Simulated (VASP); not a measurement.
**HgTe: single point with PBE**

The system is HgTe, a slab with vacuum.

```
Te Hg
1.0
     4.70197    0.00000    0.00000
     0.00000    4.70197    0.00000
     0.00000    0.00000   26.63679
Te Hg
4 4
Direct
  0.00000 0.50000 0.28157
  0.50000 0.00000 0.40639
  0.00000 0.50000 0.53120
  0.50000 0.00000 0.65602
  0.50000 0.50000 0.34398
  0.00000 0.00000 0.46880
  0.50000 0.50000 0.59361
  0.00000 0.00000 0.71843
```

```json
{"Program": "VASP 6.6.1", "Task": "single point", "Functional": "PBE", "Potentials or basis": "VASP PAW PBE potentials, release 64 (Te, Hg)", "Cutoff": "520 eV", "k mesh": "8 × 8 × 1", "Occupations": "gaussian, width 0.1 eV", "Spin": "no spin polarisation", "Dipole correction": "yes", "Further INCAR settings": "ALGO = Normal; EDIFF = 1e-06; NBANDS = 46"}
```

- Largest force: 0.568 eV/Å
- Band gap on the k mesh: zero (bands 36 and 37 overlap by 0.29 eV)

Forces in eV/Å, atoms in the order of the input:
```
Te   0.000  0.000  0.370
Te   0.000  0.000  0.328
Te   0.000  0.000  0.208
Te   0.000  0.000  0.056
Hg   0.000  0.000 -0.568
Hg   0.000  0.000 -0.265
Hg   0.000  0.000 -0.212
Hg   0.000  0.000  0.084
```

Levels at points of the mesh, in eV from the Fermi level:
```tsv
k point	band 34	band 35	band 36	band 37	band 38	band 39
(0.00, 0.00, 0.00)	-0.60	0.05	0.18	0.32	1.04	1.65
(0.50, 0.00, 0.00)	-0.84	-0.64	-0.17	0.31	0.91	1.44
(0.00, 0.50, 0.00)	-0.74	-0.51	-0.20	-0.11	0.76	1.54
(0.50, 0.50, 0.00)	-1.65	-0.81	-0.72	0.05	1.84	2.02
```

Wall time 19 min on 1 thread of Intel(R) Xeon(R) Platinum 8259CL CPU @ 2.50GHz (Skylake/Cascade Lake), on a shared host, peak memory 0.89 GiB.

Caveat: spin-orbit coupling is left out, which moves the levels of the heavy elements.
